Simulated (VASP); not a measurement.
Write the native input for VASP 6.6.1 that does the following.

```
Task                   : single point
Functional             : PBEsol
Potentials or basis    : VASP PAW PBE potentials, release 64 (Ga_d, P)
Cutoff                 : 520 eV
k mesh                 : 8 × 8 × 8
Occupations            : gaussian, width 0.01 eV
Spin                   : no spin polarisation
Dipole correction      : no
Further INCAR settings : ALGO = Normal; EDIFF = 1e-07; NBANDS = 16
```

The structure of GaP lies in POSCAR:

```
GaP
1.0
    0.0000000000      2.5278518032      2.5278518032
    2.5278518032      0.0000000000      2.5278518032
    2.5278518032      2.5278518032      0.0000000000
Ga P
1 1
Direct
    0.0000000000      0.0000000000      0.0000000000
    0.7500000000      0.7500000000      0.7500000000
```

These files were run (other wordings do the same):

INCAR

```
SYSTEM = GaP
PREC = Accurate
ENCUT = 520
EDIFF = 1E-7
ISMEAR = 0
SIGMA = 0.01
LREAL = .False.
LASPH = .True.
NELM = 60
ALGO = Normal
ISIF = 2
LWAVE = .False.
LCHARG = .False.
GGA = PS
NBANDS = 16
```

KPOINTS

```
regular mesh
0
Gamma
  8 8 8
  0 0 0
```

Potentials or basis: VASP PAW PBE potentials, release 64 (Ga_d, P).

Command:

```console
$ cat potpaw_PBE.64/Ga_d/POTCAR potpaw_PBE.64/P/POTCAR > POTCAR
$ mpirun -np 1 vasp_std > vasp.out
```

Results of the run:

```
Pressure               : 29.8 GPa
Band gap on the k mesh : 0.95 eV (least direct gap 3.66 eV)
```

Caveat: the cell stands under pressure; the PAW data sets were made with another functional, which shifts forces and pressure a little.

Wall time 19 s on 1 thread of Intel Xeon 8259CL, with other jobs on the host, peak memory 0.16 GiB.
